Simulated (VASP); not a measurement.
The system is Ti.

```
Ti
1.0
     2.95000    0.00000    0.00000
    -1.47500    2.55477    0.00000
     0.00000    0.00000    4.68600
Ti
2
Direct
  0.33333 0.66667 0.25000
  0.66667 0.33333 0.75000
```

Base run:

```yaml
Program: VASP 6.6.1
Functional: PBEsol
Potentials_or_basis: VASP PAW PBE potentials, release 64 (Ti_sv)
Cutoff: 520 eV
k_mesh: 13 × 13 × 7
Occupations: fermi-dirac, width 0.08 eV
Spin: no spin polarisation
```

Its results: band gap on the k mesh zero (band 12 reaches 8.80 eV, above the bottom of band 13 at 7.71 eV); pressure -6.0 GPa.

Question: The run is repeated on the same cell with these changes: functional from PBEsol to PBE. What comes out?

Answer: Band gap on the k mesh zero (band 12 reaches 8.93 eV, above the bottom of band 13 at 7.84 eV); pressure -1.8 GPa.

PBE binds less tightly than PBEsol, so the same cell stands under more pressure.

Caveats: the PAW data sets were made with another functional, which shifts forces and pressure a little (some runs).
